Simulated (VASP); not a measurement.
# V (Im-3m) in VASP: notebook, part 2 of 2

VASP 6.6.1.

## 3. Relaxation of volume and atoms at fixed shape, PBEsol, collinear spin, ferromagnetic start

This run uses another cell than the first one, of 13.89 Å³/atom, 1.065 times its volume.

Contents of INCAR:

```
PREC     = Accurate       # precision mode
ENCUT    = 600            # plane-wave cutoff, eV
EDIFF    = 1E-7           # SCF threshold, eV
ISMEAR   = -1             # smearing method
SIGMA    = 0.02           # smearing width, eV
LREAL    = F              # projectors in reciprocal space
LASPH    = T              # aspherical terms in the spheres
NELM     = 150            # most SCF steps
ALGO     = Normal         # electronic algorithm
ISIF     = 8              # what is computed and relaxed
LWAVE    = F              # write WAVECAR
LCHARG   = F              # write CHGCAR
ISPIN    = 2              # spin polarisation
MAGMOM   = 1.5            # initial moments
LORBIT   = 11             # projections on sites
LMAXMIX  = 4              # l up to which the mixer works
GGA      = PS             # functional
IBRION   = 2              # ionic algorithm
NSW      = 80             # ionic steps
EDIFFG   = -0.02          # ionic threshold
```

Contents of KPOINTS:

```
Automatic mesh
0
Gamma
  10 10 10
```

Contents of POSCAR:

```
V
1.0
    2.6229310205     -0.0000000145     -0.0000000252
   -0.8743103265      2.4729230865     -0.0000000252
   -0.8743103265     -1.2364615069      2.1416142354
V
1
Direct
    0.0000000000      0.0000000000      0.0000000000
```

Potentials or basis: VASP PAW PBE potentials, release 64 (V_sv).

Command:

```sh
$ cat potpaw_PBE.64/V_sv/POTCAR > POTCAR
$ mpirun -np 1 vasp_std > vasp.out
```

OUTCAR:

```text
PREC = Accurate
   ENCUT = 600
   EDIFF = 1E-7
   ISMEAR = -1
   LREAL = F
   LASPH = T
   NELM = 150
   ISIF = 8
   ISPIN = 2
   LORBIT = 11
   GGA = PS
   IBRION = 2
   NSW = 80
   EDIFFG = -0.02

 ion  position               nearest neighbor table
   1  0.000  0.000  0.000-

  LATTYP: Found a body centered cubic cell.
 ALAT       =     3.0286998615

  Lattice vectors:

 A1 = (   2.6229310205,  -0.0000000145,  -0.0000000252)
 A2 = (  -0.8743103265,   2.4729230865,  -0.0000000252)
 A3 = (  -0.8743103265,  -1.2364615069,   2.1416142354)

Analysis of symmetry for initial positions (statically):
=====================================================================
 Subroutine PRICEL returns:
 Original cell was already a primitive cell.

 Routine SETGRP: Setting up the symmetry group for a
 body centered cubic supercell.

 Subroutine GETGRP returns: Found 48 space group operations
 (whereof 48 operations were pure point group operations)
 out of a pool of 48 trial point group operations.

The static configuration has the point symmetry O_h .

Analysis of symmetry for dynamics (positions and initial velocities):
=====================================================================
 Subroutine PRICEL returns:
 Original cell was already a primitive cell.

 Routine SETGRP: Setting up the symmetry group for a
 body centered cubic supercell.

 Subroutine GETGRP returns: Found 48 space group operations
 (whereof 48 operations were pure point group operations)
 out of a pool of 48 trial point group operations.

The dynamic configuration has the point symmetry O_h .

Analysis of structural, dynamic, and magnetic symmetry:
=====================================================================
 Subroutine PRICEL returns:
 Original cell was already a primitive cell.

 Routine SETGRP: Setting up the symmetry group for a
 body centered cubic supercell.

 Subroutine GETGRP returns: Found 48 space group operations
 (whereof 48 operations were pure point group operations)
 out of a pool of 48 trial point group operations.

The overall configuration has the point symmetry O_h .

 Subroutine INISYM returns: Found 48 space group operations
 (whereof 48 operations are pure point group operations),
 and found     1 'primitive' translations

----------------------------------------------------------------------------------------

                                     Primitive cell

  volume of cell :      13.8912

  direct lattice vectors                    reciprocal lattice vectors
     2.622931020 -0.000000015 -0.000000025     0.381252881  0.134793249  0.233468748
    -0.874310326  2.472923086 -0.000000025     0.000000004  0.404379746  0.233468748
    -0.874310326 -1.236461507  2.141614235     0.000000004  0.000000006  0.466937507

  length of vectors
     2.622931020  2.622931021  2.622931021     0.466937507  0.466937507  0.466937507

  position of ions in fractional coordinates (direct lattice)
     0.000000000  0.000000000  0.000000000

  ion indices of the primitive-cell ions
   primitive index   ion index
                 1           1

----------------------------------------------------------------------------------------

 KPOINTS: Automatic mesh

Automatic generation of k-mesh.
 Grid dimensions read from file:
 generate k-points for:   10   10   10

 Generating k-lattice:
[... 55 lines left out ...]
   ICHARG =      2    charge: 1-file 2-atom 10-const
   ISPIN  =      2    spin polarized calculation?
   LNONCOLLINEAR =      F non collinear calculations
   LSORBIT =      F    spin-orbit coupling
   LASPH  =      T    aspherical Exc in radial PAW
   ENCUT  =  600.0 eV  44.10 Ry    6.64 a.u.   5.24  5.24  5.24*2*pi/ulx,y,z
   NELM   =    150;   NELMIN=  2; NELMDL= -5     # of ELM steps
   EDIFF  = 0.1E-06   stopping-criterion for ELM
   LREAL  =      F    real-space projection
   EDIFFG = -.2E-01   stopping-criterion for IOM
   NSW    =     80    number of steps for IOM
   IBRION =      2    ionic relax: 0-MD 1-quasi-New 2-CG
   NFREE  =      1    steps in history (QN), initial steepest desc. (CG)
   ISIF   =      8    stress and relaxation
   ISYM   =      2    0-nonsym 1-usesym 2-fastsym
   POTIM  = 0.5000    time-step for ionic-motion
   TEBEG  =    0.0;   TEEND  =   0.0 temperature during run
   PSTRESS=    0.0 pullay stress
   NELECT =      13.0000    total number of electrons
   NUPDOWN=      -1.0000    fix difference up-down
   EMIN   =  10.00;   EMAX   =-10.00  energy-range for DOS
   EFERMI =   0.00;   METHOD = LEGACY
   ISMEAR =    -1;   SIGMA  =   0.02  broadening in eV -4-tet -1-fermi 0-gaus
   EFERMI_NEDOS =   21; number of points for ismear=-14 and -15
   IALGO  =     38    algorithm
   IMIX   =      4    mixing-type and parameters
     AMIX     =   0.40;   BMIX     =  1.00
     AMIX_MAG =   1.60;   BMIX_MAG =  1.00
  volume/ion in A,a.u.               =      13.89        93.74
  Fermi-wavevector in a.u.,A,eV,Ry     =   1.601314  3.026044 34.888128  2.564205
  Thomas-Fermi vector in A             =   2.698311
   LORBIT       =     11    0 simple, 1 ext, 2 COOP (PROOUT), +10 PAW based schemes
   GGA     = PS    functional components
   LHFCALC =     F    Hartree Fock is set to
   AEXX    =    0.0000 exact exchange contribution
   IVDW    =     0    specifies the selected vdW correction
   LEPSILON=     F    determine dielectric tensor
   LRPA    =     F    only Hartree local field effects (RPA)
 conjugate gradient relaxation of ions
 spin polarized calculation
  energy-cutoff  :      600.00
  volume of cell :       13.89
 maximum number of plane-waves:       476
 NGX is ok and might be reduce to    24
   NGX = 11   NGY = 11   NGZ = 11

--------------------------------------- Ionic step        1  -------------------------------------------

 number of electron      13.0000003 magnetization       0.0002809

 number of electron      13.0000003 magnetization      -0.0000258

 Free energy of the ion-electron system (eV)
  ---------------------------------------------------
  ext. energy  EPLUGINS =         0.00000000
  ---------------------------------------------------
  free energy    TOTEN  =        -9.60093159 eV

  energy without entropy =       -9.59880246  energy(sigma->0) =       -9.59986703

------------------------ aborting loop because EDIFF is reached ----------------------------------------

  FORCE on cell =-STRESS in cart. coord.  units (eV):
  Direction    XX          YY          ZZ          XY          YZ          ZX
  --------------------------------------------------------------------------------------
  -------------------------------------------------------------------------------------
  Total       -0.9616020     -0.9616020     -0.9616020      0.0000000     -0.0000000      0.0000000
  in kB     -110.9091061   -110.9091061   -110.9091061      0.0000000     -0.0000000      0.0000000
  external PRESSURE =    -110.9091061 kB  Pullay stress =       0.0000000 kB
[... 22 lines left out ...]
--------------------------------------- Ionic step        2  -------------------------------------------

 number of electron      13.0000002 magnetization      -0.0003402

 E-fermi :  11.0373     XC(G=0): -13.6878

 val. band max:       11.0363113380   @ k =  -0.2000   0.3000   0.1000
 cond. band min:      11.0423445064   @ k =   0.3000  -0.0000  -0.0000
 fundamental gap:      0.0060331684
 Fermi energy:        11.0373211877

 spin component 1

 k-point     1 :       0.0000    0.0000    0.0000
  band No.  band energies     occupation
      1     -52.3753      1.00000
      2     -25.5560      1.00000
      3     -25.5560      1.00000
      4     -25.5560      1.00000
      5       4.2100      1.00000
      6      11.4224      0.00000
      7      11.4224      0.00000
      8      11.4224      0.00000
      9      13.7270      0.00000
     10      13.7270      0.00000
     11      32.3805      0.00000
[... 735 lines left out ...]
 number of electron      12.9999997 magnetization      -0.0000004

 number of electron      12.9999997 magnetization       0.0000006

 Free energy of the ion-electron system (eV)
  ---------------------------------------------------
  ext. energy  EPLUGINS =         0.00000000
  ---------------------------------------------------
  free energy    TOTEN  =        -9.63150261 eV

  energy without entropy =       -9.62902339  energy(sigma->0) =       -9.63026300

 E-fermi :   9.9459     XC(G=0): -13.2387

 val. band max:        9.9304192471   @ k =   0.1000   0.1000  -0.0000
 cond. band min:       9.9789367945   @ k =  -0.2000   0.3000   0.1000
 fundamental gap:      0.0485175474
 Fermi energy:         9.9459140366

 spin component 1

 k-point     1 :       0.0000    0.0000    0.0000
  band No.  band energies     occupation
      1     -53.5434      1.00000
      2     -26.8883      1.00000
      3     -26.8883      1.00000
      4     -26.8883      1.00000
      5       3.2925      1.00000
      6      10.3330      0.00000
      7      10.3330      0.00000
      8      10.3330      0.00000
      9      12.4159      0.00000
     10      12.4159      0.00000
     11      30.6954      0.00000
[... 690 lines left out ...]
  FREE ENERGIE OF THE ION-ELECTRON SYSTEM (eV)
  ---------------------------------------------------
  free  energy   TOTEN  =        -9.6315026135 eV

  energy  without entropy=       -9.6290233851  energy(sigma->0) =       -9.63026300

 reached required accuracy - stopping structural energy minimisation

 total charge

# of ion       s       p       d       tot
------------------------------------------
    1        2.354   6.246   3.104  11.703

 magnetization (x)

# of ion       s       p       d       tot
------------------------------------------
    1        0.000   0.000   0.000   0.000
```

It took 19 s on 1 thread of Intel Xeon 6975P-C (Granite Rapids), shared host; peak memory 0.16 GiB.

Results:

```yaml
Free_energy: -9.6315 eV
Relaxed_volume: 13.05 Å³/atom
Relaxed_cell: a = 2.569 Å, b = 2.569 Å, c = 2.569 Å, α = 109.47°, β = 109.47°, γ = 109.47°
Space_group_after_relaxing_to_0.05_Å: Im-3m (No. 229)
Energy_gained_by_relaxing: 30.6 meV/atom
Ionic_steps: 4
Pressure_after_relaxing: 0.0 GPa
Net_moment: 0.00 μB per cell
Valence_electrons_inside_the_program's_atomic_spheres: V 11.70
```

Step by step:
```
step  energy change (eV)  largest force (eV/Å)  pressure (GPa)  volume (Å³)
   1              0.0000                0.0000          -11.09        13.89
   2              0.0240                0.0000           18.01        12.05
   3             -0.0305                0.0000           -0.37        13.08
   4             -0.0306                0.0000            0.01        13.05
```

Final structure:
```
V
1.0
     2.56908    0.00000    0.00000
    -0.85636    2.42215    0.00000
    -0.85636   -1.21107    2.09764
V
1
Cartesian
  -0.8564 2.4221 0.0000
```

Caveat: the PAW data sets were made with another functional, which shifts forces and pressure a little.
